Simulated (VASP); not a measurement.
KAs2:

```
K As
1.0
     5.35580    0.00000    0.00000
     0.00000    6.53672    0.00000
     0.00000    0.00000    4.08066
K As
2 4
Cartesian
  0.0000 0.0000 0.0000
  2.6779 3.2684 2.0403
  1.0733 2.4755 0.0000
  4.2825 4.0613 0.0000
  3.7512 0.7929 2.0403
  1.6046 5.7438 2.0403
```

```yaml
Program: VASP 6.6.1
Task: relaxation of cell and atoms
Functional: PBE
Potentials_or_basis: VASP PAW PBE potentials, release 64 (K_sv, As)
Cutoff: 600 eV
k_mesh: 4 × 4 × 4
Occupations: gaussian, width 0.1 eV
Spin: no spin polarisation
```

At the start: pressure 13.1 GPa; volume 23.81 Å³/atom.

**Question.** How do energy, volume and symmetry change on relaxing?

**Answer.** Over 40 steps the energy falls by 1446.6 meV/atom and the volume is 31.63 Å³/atom (+32.9 %); space group Pnnm (No. 58, to 0.1 Å) before and after.

The path:
| step | energy change (eV) | largest force (eV/Å) | pressure (GPa) | volume (Å³) |
| --- | --- | --- | --- | --- |
| 1 | 0.0000 | 3.3059 | 13.07 | 142.86 |
| 2 | -4.6990 | 2.9323 | 1.87 | 186.18 |
| 3 | -6.6571 | 0.5872 | -0.04 | 238.98 |
| 4 | -6.7106 | 0.2913 | 0.28 | 251.03 |
| 5 | -6.7103 | 0.0980 | 0.20 | 248.53 |
| 6 | -6.7593 | 0.1749 | -0.23 | 250.01 |
| 7 | -6.8186 | 0.8969 | -1.31 | 253.75 |
| 8 | -6.8275 | 0.8855 | -1.32 | 253.67 |
| 9 | -6.8525 | 0.8537 | -1.32 | 253.39 |
| 10 | -6.8951 | 0.8024 | -1.33 | 252.68 |
| 11 | -6.9475 | 0.7530 | -1.32 | 250.69 |
| 12 | -6.9885 | 0.4522 | -1.00 | 248.79 |
| 13 | -7.0291 | 0.2896 | -0.22 | 244.74 |
| 14 | -7.0293 | 0.3527 | -0.16 | 244.42 |
| 15 | -7.0387 | 0.3518 | -0.16 | 243.73 |
| 16 | -7.0668 | 0.3525 | -0.17 | 241.67 |
| 17 | -7.1230 | 0.3709 | -0.17 | 237.49 |
| 18 | -7.2315 | 0.4676 | -0.11 | 228.98 |
| 19 | -7.3772 | 0.8529 | 0.51 | 211.47 |
| 20 | -6.7675 | 3.5106 | 5.02 | 175.02 |
| 21 | -7.2919 | 1.4417 | 1.88 | 200.54 |
| 22 | -7.3244 | 1.3022 | 1.34 | 207.05 |
| 23 | -7.3356 | 1.2496 | 1.28 | 206.65 |
| 24 | -7.3635 | 1.1281 | 1.09 | 205.43 |
| 25 | -7.3956 | 1.0550 | 0.79 | 202.97 |
| 26 | -7.3902 | 1.3620 | 0.38 | 197.88 |
| 27 | -7.4415 | 1.4094 | 0.25 | 197.45 |
| 28 | -7.6307 | 1.5577 | -0.22 | 196.17 |
| 29 | -8.1016 | 1.4320 | -0.98 | 193.51 |
| 30 | -8.5099 | 0.6059 | 0.22 | 187.89 |
| 31 | -8.5339 | 0.6114 | -0.60 | 189.68 |
| 32 | -8.5475 | 0.4721 | -0.38 | 189.08 |
| 33 | -8.6055 | 0.2025 | 0.15 | 187.62 |
| 34 | -8.6236 | 0.3242 | 0.73 | 186.26 |
| 35 | -8.6640 | 0.1584 | 0.19 | 188.18 |
| 36 | -8.6718 | 0.2176 | -0.17 | 189.62 |
| 37 | -8.6719 | 0.2048 | -0.13 | 189.48 |
| 38 | -8.6783 | 0.0447 | 0.04 | 189.33 |
| 39 | -8.6789 | 0.0288 | 0.11 | 189.26 |
| 40 | -8.6795 | 0.0209 | -0.01 | 189.80 |

Final structure:
```cif
data_structure
_symmetry_space_group_name_H-M 'P 1'
_symmetry_Int_Tables_number 1
_cell_length_a 3.6695
_cell_length_b 8.0444
_cell_length_c 6.4297
_cell_angle_alpha 90.000
_cell_angle_beta 90.000
_cell_angle_gamma 90.000
_cell_volume 189.80
loop_
_atom_site_label
_atom_site_type_symbol
_atom_site_fract_x
_atom_site_fract_y
_atom_site_fract_z
_atom_site_occupancy
K1 K 0.00000 0.00000 0.00000 1
K2 K 0.50000 0.50000 0.50000 1
As1 As 0.24993 0.40090 0.00000 1
As2 As 0.75007 0.59910 0.00000 1
As3 As 0.74993 0.09910 0.50000 1
As4 As 0.25007 0.90090 0.50000 1
```

Caveat: the k points lie up to 0.43 Å⁻¹ apart in the final cell, too coarse for converged energies and pressures of a metal; the volume moved by over 15 % at a fixed basis, so the end points are rough.
